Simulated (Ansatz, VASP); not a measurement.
## LiCl in VASP and in Ansatz

```
Li Cl
1.0
     0.00000    2.56476    2.69300
     2.56476    0.00000    2.69300
     2.56476    2.56476    0.00000
Li Cl
1 1
Cartesian
  0.0000 0.0000 0.0000
  2.5648 2.5648 2.6930
```

Change from the starting cell: strain +0.000 along x and y, +0.050 along z, atoms carried along.

Alike in both runs: task single point; functional PBE; k mesh 8 × 8 × 8; occupations gaussian, width 0.05 eV; no spin polarisation.

|  | VASP | Ansatz |
| --- | --- | --- |
| version | VASP 6.6.1 | Ansatz 0.2.0 |
| potentials or method | VASP PAW PBE potentials, release 64 (Li_sv, Cl), cutoff 520 eV | scalar-relativistic, plane waves, PAW |
| valence electrons in the cell | 10 | 10 |

VASP gave:

| Quantity | Value |
| --- | --- |
| gap on the k mesh at the Fermi level (eV) | 6.00 |
| least direct gap on the mesh (eV) | 6.00 |

**Question.** What did Ansatz give for the same quantities?

**Answer.** gap on the k mesh at the Fermi level (eV): 5.99; least direct gap on the mesh (eV): 5.99.

With one functional, cell and mesh, what is left measures potentials, basis and numerics.

Noted on VASP's run: the cutoff is under 1.25 times that of the potentials, so the pressure is a little rough.
